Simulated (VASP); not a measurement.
# HfN (F-43m) in VASP: further runs

HfN is run at these levels: PBEsol+D3(BJ); tasks: single point.

All numbers are computed with VASP 6.6.1; they aren't measurements. Logs are shortened: lines on timing, memory, paths and dates and some standing lists are left out, and cuts for length are marked.

## Step 1: The cell of the first run

The structure is cubic, space group F-43m (No. 216). The conventional cell has a = 4.826 Å, b = 4.826 Å, c = 4.826 Å, α = 90.00°, β = 90.00°, γ = 90.00°. Hf (site symmetry -43m) has 4 N at 2.09 Å within 2.8 Å. N (site symmetry -43m) has 4 Hf at 2.09 Å within 2.8 Å.

## Step 2: Single point, PBEsol+D3(BJ)

INCAR reads:

```
ALGO = Normal
EDIFF = 1E-6
ENCUT = 520
GGA = PS
ISIF = 2
ISMEAR = 1
IVDW = 12
LASPH = T
LCHARG = T
LELF = T
LREAL = F
LVHAR = T
LWAVE = F
NBANDS = 14
NELM = 80
PREC = Accurate
SIGMA = 0.1
```

KPOINTS reads:

```
k-points
0
Gamma
  10 10 10
```

POSCAR reads:

```
HfN
1.0
    0.0000000000      2.4132068080      2.4132068080
    2.4132068080      0.0000000000      2.4132068080
    2.4132068080      2.4132068080      0.0000000000
Hf N
1 1
Direct
    0.0000000000      0.0000000000      0.0000000000
    0.7500000000      0.7500000000      0.7500000000
```

Potentials or basis: VASP PAW PBE potentials, release 64 (Hf_pv, N).

Run with:

```sh
$ cat potpaw_PBE.64/Hf_pv/POTCAR potpaw_PBE.64/N/POTCAR > POTCAR
$ mpirun -np 1 vasp_std > vasp.out
```

OUTCAR:

```text
EDIFF = 1E-6
   ENCUT = 520
   GGA = PS
   ISIF = 2
   ISMEAR = 1
   IVDW = 12
   LASPH = T
   LREAL = F
   NELM = 80
   PREC = Accurate
 IVDW          = 12

 ion  position               nearest neighbor table
   1  0.000  0.000  0.000-   2 2.09   2 2.09   2 2.09   2 2.09
   2  0.750  0.750  0.750-   1 2.09   1 2.09   1 2.09   1 2.09

  LATTYP: Found a face centered cubic cell.
 ALAT       =     4.8264136160

  Lattice vectors:

 A1 = (   0.0000000000,   2.4132068080,   2.4132068080)
 A2 = (   2.4132068080,   0.0000000000,   2.4132068080)
 A3 = (   2.4132068080,   2.4132068080,   0.0000000000)

Analysis of symmetry for initial positions (statically):
=====================================================================
 Subroutine PRICEL returns:
 Original cell was already a primitive cell.

 Routine SETGRP: Setting up the symmetry group for a
 face centered cubic supercell.

 Subroutine GETGRP returns: Found 24 space group operations
 (whereof 24 operations were pure point group operations)
 out of a pool of 48 trial point group operations.

The static configuration has the point symmetry T_d .

Analysis of symmetry for dynamics (positions and initial velocities):
=====================================================================
 Subroutine PRICEL returns:
 Original cell was already a primitive cell.

 Routine SETGRP: Setting up the symmetry group for a
 face centered cubic supercell.

 Subroutine GETGRP returns: Found 24 space group operations
 (whereof 24 operations were pure point group operations)
 out of a pool of 48 trial point group operations.

The dynamic configuration has the point symmetry T_d .

 Subroutine INISYM returns: Found 24 space group operations
 (whereof 24 operations are pure point group operations),
 and found     1 'primitive' translations

----------------------------------------------------------------------------------------

                                     Primitive cell

  volume of cell :      28.1069

  direct lattice vectors                    reciprocal lattice vectors
     0.000000000  2.413206808  2.413206808    -0.207193183  0.207193183  0.207193183
     2.413206808  0.000000000  2.413206808     0.207193183 -0.207193183  0.207193183
     2.413206808  2.413206808  0.000000000     0.207193183  0.207193183 -0.207193183

  length of vectors
[... 91 lines left out ...]
   TEBEG  =    0.0;   TEEND  =   0.0 temperature during run
   PSTRESS=    0.0 pullay stress
   NELECT =      15.0000    total number of electrons
   NUPDOWN=      -1.0000    fix difference up-down
   EMIN   =  10.00;   EMAX   =-10.00  energy-range for DOS
   EFERMI =   0.00;   METHOD = LEGACY
   ISMEAR =     1;   SIGMA  =   0.10  broadening in eV -4-tet -1-fermi 0-gaus
   EFERMI_NEDOS =   21; number of points for ismear=-14 and -15
   IALGO  =     38    algorithm
   IMIX   =      4    mixing-type and parameters
     AMIX     =   0.40;   BMIX     =  1.00
     AMIX_MAG =   1.60;   BMIX_MAG =  1.00
  volume/ion in A,a.u.               =      14.05        94.84
  Fermi-wavevector in a.u.,A,eV,Ry     =   1.327906  2.509379 23.991625  1.763335
  Thomas-Fermi vector in A             =   2.457183
   LORBIT       =      0    0 simple, 1 ext, 2 COOP (PROOUT), +10 PAW based schemes
   GGA     = PS    functional components
   LHFCALC =     F    Hartree Fock is set to
   AEXX    =    0.0000 exact exchange contribution
   IVDW    =    12    specifies the selected vdW correction
   LEPSILON=     F    determine dielectric tensor
   LRPA    =     F    only Hartree local field effects (RPA)
 non-spin polarized calculation
 Methfessel and Paxton  Order N= 1 SIGMA  =   0.10
  energy-cutoff  :      520.00
  volume of cell :       28.11
 maximum number of plane-waves:       769
 NGX is ok and might be reduce to    28
   NGX = 13   NGY = 13   NGZ = 13

 number of electron      15.0000002 magnetization

 Free energy of the ion-electron system (eV)
  ---------------------------------------------------
  ext. energy  EPLUGINS =         0.00000000
  ---------------------------------------------------
  free energy    TOTEN  =       -22.26153152 eV

  energy without entropy =      -22.26147843  energy(sigma->0) =      -22.26151382

 E-fermi :   5.9817     XC(G=0): -11.6436

 val. band max:        5.9363311397   @ k =   0.3000   0.2000   0.0000
 cond. band min:       6.0424110682   @ k =   0.4000   0.2000   0.0000
 fundamental gap:      0.1060799285
 Fermi energy:         5.9816896809

 k-point     1 :       0.0000    0.0000    0.0000
  band No.  band energies     occupation
      1     -24.8735      2.00000
      2     -24.8735      2.00000
      3     -24.8735      2.00000
      4     -10.3626      2.00000
      5       0.3043      2.00000
      6       0.3043      2.00000
      7       0.3043      2.00000
      8       5.3920      2.00000
      9       8.3251      0.00000
     10       8.3251      0.00000
     11      12.9208      0.00000
     12      12.9208      0.00000
     13      12.9208      0.00000
     14      18.5477      0.00000
[... 377 lines left out ...]
      1     -25.3434      2.00000
      2     -25.0424      2.00000
      3     -25.0246      2.00000
      4      -8.9969      2.00000
      5      -1.0081      2.00000
      6       1.6736      2.00000
      7       1.7457      2.00000
      8       5.1704      2.00000
      9       8.8914      0.00000
     10       9.7078      0.00000
     11      11.8037      0.00000
     12      12.2456      0.00000
     13      13.3873      0.00000
     14      17.4948      0.00000

 [... further k-points ...]

------------------------ aborting loop because EDIFF is reached ----------------------------------------

 Edisp (eV)   -0.63478

 E8    (eV) :    -0.4453

  FORCE on cell =-STRESS in cart. coord.  units (eV):
  Direction    XX          YY          ZZ          XY          YZ          ZX
  --------------------------------------------------------------------------------------
  -------------------------------------------------------------------------------------
  Total       0.16307     0.16307     0.16307     0.00000     0.00000     0.00000
  in kB       9.29537     9.29537     9.29537     0.00000     0.00000     0.00000
  external pressure =        9.30 kB  Pullay stress =        0.00 kB

 VOLUME and BASIS-vectors are now :
 -----------------------------------------------------------------------------
  energy-cutoff  :      520.00
  volume of cell :       28.11
      direct lattice vectors                 reciprocal lattice vectors
     0.000000000  2.413206808  2.413206808    -0.207193183  0.207193183  0.207193183
     2.413206808  0.000000000  2.413206808     0.207193183 -0.207193183  0.207193183
     2.413206808  2.413206808  0.000000000     0.207193183  0.207193183 -0.207193183

 POSITION                                       TOTAL-FORCE (eV/Angst)
 -----------------------------------------------------------------------------------
      0.00000      0.00000      0.00000         0.000000      0.000000      0.000000
      3.61981      3.61981      3.61981        -0.000000     -0.000000     -0.000000
 -----------------------------------------------------------------------------------
    total drift:                                0.000000      0.000000      0.000000

  FREE ENERGIE OF THE ION-ELECTRON SYSTEM (eV)
  ---------------------------------------------------
  free  energy   TOTEN  =       -22.8963127111 eV

  energy  without entropy=      -22.8962596293  energy(sigma->0) =      -22.89629502
```

OSZICAR:

```text
N       E                     dE             d eps       ncg     rms          rms(c)
DAV:   1     0.396862415151E+02    0.39686E+02   -0.78491E+03  1316   0.981E+02
DAV:   2    -0.231408923303E+02   -0.62827E+02   -0.58673E+02  1772   0.229E+02
DAV:   3    -0.255420333954E+02   -0.24011E+01   -0.23936E+01  1526   0.377E+01
DAV:   4    -0.255544201963E+02   -0.12387E-01   -0.12385E-01  1568   0.321E+00
DAV:   5    -0.255545361820E+02   -0.11599E-03   -0.11599E-03  1544   0.275E-01    0.598E+01
DAV:   6    -0.223763489761E+02    0.31782E+01   -0.11139E+01  1418   0.236E+01    0.423E+01
DAV:   7    -0.222871161684E+02    0.89233E-01   -0.63180E-01  1412   0.710E+00    0.248E+01
DAV:   8    -0.222670062133E+02    0.20110E-01   -0.75995E-02  1574   0.251E+00    0.551E+00
DAV:   9    -0.222617483630E+02    0.52579E-02   -0.15280E-02  1478   0.915E-01    0.177E+00
DAV:  10    -0.222615883524E+02    0.16001E-03   -0.15884E-03  1580   0.359E-01    0.429E-01
DAV:  11    -0.222615341166E+02    0.54236E-04   -0.14883E-04  1502   0.115E-01    0.843E-02
DAV:  12    -0.222615315824E+02    0.25341E-05   -0.22188E-05  1742   0.366E-02    0.203E-02
DAV:  13    -0.222615315153E+02    0.67149E-07   -0.68476E-07   928   0.809E-03
   1 F= -.22896313E+02 E0= -.22896295E+02  d E =-.530818E-04
```

stdout:

```text
POSCAR found type information on POSCAR HfN
 POSCAR found :  2 types and       2 ions
 scaLAPACK will be used
 -----------------------------------------------------------------------------
|                                                                             |
|                                                                             |
|     You enforced a specific xc type in the INCAR file but a different       |
|     I HOPE YOU KNOW WHAT YOU ARE DOING!                                     |
|                                                                             |
 -----------------------------------------------------------------------------

 LDA part: xc-table for (Slater+PW92), standard interpolation
 POSCAR, INCAR and KPOINTS ok, starting setup
 FFT: planning ... GRIDC
 FFT: planning ... GRID_SOFT
 FFT: planning ... GRID
 WAVECAR not read
 entering main loop
```

It took 10 s on 1 thread of Intel Xeon 6975P-C (Granite Rapids), shared host; peak memory 0.17 GiB.

Results:

```yaml
Free_energy: -22.8963 eV
Pressure: 0.9 GPa
Dispersion_energy_per_atom: -0.317 eV
```

Caveat: three body term missing; the PAW data sets were made with another functional, which shifts forces and pressure a little; spin-orbit coupling is left out, which moves the levels of the heavy elements; pairwise dispersion overbinds metals, which lowers pressure and volume.

## Step 3: Single point, PBEsol+D3(BJ)

This run uses another cell than the first one, of 14.50 Å³/atom, 1.032 times its volume.

INCAR reads:

```
SYSTEM = HfN
PREC = Accurate ; ENCUT = 520
EDIFF = 1E-7 ; ISMEAR = 1
SIGMA = 0.1 ; LREAL = .FALSE.
LASPH = .TRUE. ; NELM = 80
ALGO = Normal ; ISIF = 2
LWAVE = .FALSE. ; LCHARG = .FALSE.
GGA = PS ; IVDW = 12
NBANDS = 14
```

KPOINTS reads:

```
regular mesh
0
G
  10 10 10
  0 0 0
```

POSCAR reads:

```
HfN
1.0
    0.0000000000      2.4383461881      2.4383461881
    2.4383461881      0.0000000000      2.4383461881
    2.4383461881      2.4383461881      0.0000000000
Hf N
1 1
Direct
    0.0000000000      0.0000000000      0.0000000000
    0.7500000000      0.7500000000      0.7500000000
```

Potentials or basis: VASP PAW PBE potentials, release 64 (Hf_pv, N).

Run with:

```sh
$ cat potpaw_PBE.64/Hf_pv/POTCAR potpaw_PBE.64/N/POTCAR > POTCAR
$ mpirun -np 1 vasp_std > vasp.out
```

OUTCAR:

```text
SYSTEM = HfN
   PREC = Accurate
   ENCUT = 520
   EDIFF = 1E-7
   ISMEAR = 1
   LREAL = .FALSE.
   LASPH = .TRUE.
   NELM = 80
   ISIF = 2
   GGA = PS
   IVDW = 12
 IVDW          = 12

 ion  position               nearest neighbor table
   1  0.000  0.000  0.000-   2 2.11   2 2.11   2 2.11   2 2.11
   2  0.750  0.750  0.750-   1 2.11   1 2.11   1 2.11   1 2.11

  LATTYP: Found a face centered cubic cell.
 ALAT       =     4.8766923762

  Lattice vectors:

 A1 = (   0.0000000000,   2.4383461881,   2.4383461881)
 A2 = (   2.4383461881,   0.0000000000,   2.4383461881)
 A3 = (   2.4383461881,   2.4383461881,   0.0000000000)

Analysis of symmetry for initial positions (statically):
=====================================================================
 Subroutine PRICEL returns:
 Original cell was already a primitive cell.

 Routine SETGRP: Setting up the symmetry group for a
 face centered cubic supercell.

 Subroutine GETGRP returns: Found 24 space group operations
 (whereof 24 operations were pure point group operations)
 out of a pool of 48 trial point group operations.

[... 176 lines left out ...]
      5       0.2093      2.00000
      6       0.2093      2.00000
      7       0.2093      2.00000
      8       5.0735      2.00000
      9       8.0068      0.00000
     10       8.0068      0.00000
     11      12.4741      0.00000
     12      12.4741      0.00000
     13      12.4741      0.00000
     14      18.1554      0.00000
[... 377 lines left out ...]
      1     -25.6435      2.00000
      2     -25.3791      2.00000
      3     -25.3634      2.00000
      4      -9.1667      2.00000
      5      -1.0872      2.00000
      6       1.4988      2.00000
      7       1.5702      2.00000
      8       4.9560      2.00000
      9       8.5486      0.00000
     10       9.3264      0.00000
     11      11.3401      0.00000
     12      11.7606      0.00000
     13      12.8076      0.00000
     14      16.9842      0.00000

 [... further k-points ...]

------------------------ aborting loop because EDIFF is reached ----------------------------------------

 Edisp (eV)   -0.61517

 E8    (eV) :    -0.4316

  FORCE on cell =-STRESS in cart. coord.  units (eV):
  Direction    XX          YY          ZZ          XY          YZ          ZX
  --------------------------------------------------------------------------------------
  -------------------------------------------------------------------------------------
  Total      -0.98700    -0.98700    -0.98700     0.00000    -0.00000     0.00000
  in kB     -54.53943   -54.53943   -54.53943     0.00000    -0.00000     0.00000
  external pressure =      -54.54 kB  Pullay stress =        0.00 kB

 VOLUME and BASIS-vectors are now :
 -----------------------------------------------------------------------------
  energy-cutoff  :      520.00
  volume of cell :       28.99
      direct lattice vectors                 reciprocal lattice vectors
     0.000000000  2.438346188  2.438346188    -0.205057019  0.205057019  0.205057019
     2.438346188  0.000000000  2.438346188     0.205057019 -0.205057019  0.205057019
     2.438346188  2.438346188  0.000000000     0.205057019  0.205057019 -0.205057019

 POSITION                                       TOTAL-FORCE (eV/Angst)
 -----------------------------------------------------------------------------------
      0.00000      0.00000      0.00000         0.000000     -0.000000     -0.000000
      3.65752      3.65752      3.65752        -0.000000      0.000000      0.000000
 -----------------------------------------------------------------------------------
    total drift:                                0.000000      0.000000      0.000000

  FREE ENERGIE OF THE ION-ELECTRON SYSTEM (eV)
  ---------------------------------------------------
  free  energy   TOTEN  =       -22.8838227811 eV

  energy  without entropy=      -22.8836487535  energy(sigma->0) =      -22.88376477
```

stdout:

```text
POSCAR found type information on POSCAR HfN
 POSCAR found :  2 types and       2 ions
 scaLAPACK will be used
 -----------------------------------------------------------------------------
|                                                                             |
|                                                                             |
|     You enforced a specific xc type in the INCAR file but a different       |
|     I HOPE YOU KNOW WHAT YOU ARE DOING!                                     |
|                                                                             |
 -----------------------------------------------------------------------------

 LDA part: xc-table for (Slater+PW92), standard interpolation
 POSCAR, INCAR and KPOINTS ok, starting setup
 FFT: planning ... GRIDC
 FFT: planning ... GRID_SOFT
 FFT: planning ... GRID
 WAVECAR not read
 entering main loop
```

It took 11 s on 1 thread of Intel Xeon 6975P-C (Granite Rapids), shared host; peak memory 0.17 GiB.

What came out:

| Quantity | Value |
| --- | --- |
| Free energy | -22.8838 eV |
| Pressure | -5.5 GPa |
| Dispersion energy per atom | -0.308 eV |

Caveat: three body term missing; the PAW data sets were made with another functional, which shifts forces and pressure a little; spin-orbit coupling is left out, which moves the levels of the heavy elements; pairwise dispersion overbinds metals, which lowers pressure and volume.

## Step 4: Single point, PBEsol+D3(BJ)

This run uses another cell than the first one, of 14.94 Å³/atom, 1.063 times its volume.

INCAR reads:

```
SYSTEM = HfN
  ALGO = Normal
  EDIFF = 1E-7
  ENCUT = 520
  GGA = PS
  ISIF = 2
  ISMEAR = 1
  IVDW = 12
  LASPH = .TRUE.
  LCHARG = .FALSE.
  LREAL = .FALSE.
  LWAVE = .FALSE.
  NBANDS = 14
  NELM = 100
  PREC = Accurate
  SIGMA = 0.1
```

KPOINTS reads:

```
k-points
0
G
  10 10 10
  0 0 0
```

POSCAR reads:

```
HfN
1.0
    0.0000000000      2.4629776147      2.4629776147
    2.4629776147      0.0000000000      2.4629776147
    2.4629776147      2.4629776147      0.0000000000
Hf N
1 1
Direct
    0.0000000000      0.0000000000      0.0000000000
    0.7500000000      0.7500000000      0.7500000000
```

Run with:

```sh
$ cat potpaw_PBE.64/Hf_pv/POTCAR potpaw_PBE.64/N/POTCAR > POTCAR
$ mpirun -np 1 vasp_std > vasp.out
```

Wall time 13 s (1 thread of Intel Xeon 6975P-C (Granite Rapids), shared host); peak memory 0.17 GiB.

Results (log left out):

```yaml
Free_energy: -22.8387 eV
Pressure: -10.9 GPa
Dispersion_energy_per_atom: -0.298 eV
```

Levels at points of the mesh, in eV from the Fermi level:
| k point | band 6 | band 7 | band 8 | band 9 | band 10 | band 11 |
| --- | --- | --- | --- | --- | --- | --- |
| (0.00, 0.00, 0.00) | -5.39 | -5.39 | -0.74 | 2.19 | 2.19 | 6.53 |
| (0.50, 0.00, 0.00) | -4.81 | -4.81 | 1.54 | 2.68 | 2.68 | 4.15 |
| (0.50, 0.50, 0.00) | -3.57 | -3.57 | -1.12 | 2.12 | 3.96 | 4.60 |

Caveat: three body term missing; the PAW data sets were made with another functional, which shifts forces and pressure a little; spin-orbit coupling is left out, which moves the levels of the heavy elements; pairwise dispersion overbinds metals, which lowers pressure and volume.

## Step 5: Summary

| cell | gap on the mesh (eV) | pressure (GPa) |
| --- | --- | --- |
| a = 3.413 Å, angles 60.0°, 2 atoms | none | 0.9 |
| a = 3.448 Å, angles 60.0°, 2 atoms | none | -5.5 |
| a = 3.483 Å, angles 60.0°, 2 atoms | none | -10.9 |

Alike in all rows: task single point; level PBEsol+D3(BJ); potentials or basis VASP PAW PBE potentials, release 64 (Hf_pv, N); no spin polarisation; k mesh 10 × 10 × 10; cutoff (eV) 520; smearing methfessel-paxton 0.1 eV.

Caveats: three body term missing; the PAW data sets were made with another functional, which shifts forces and pressure a little; spin-orbit coupling is left out, which moves the levels of the heavy elements; pairwise dispersion overbinds metals, which lowers pressure and volume.

Total energies depend on the potentials used, so only differences within one code and one set of settings carry meaning.
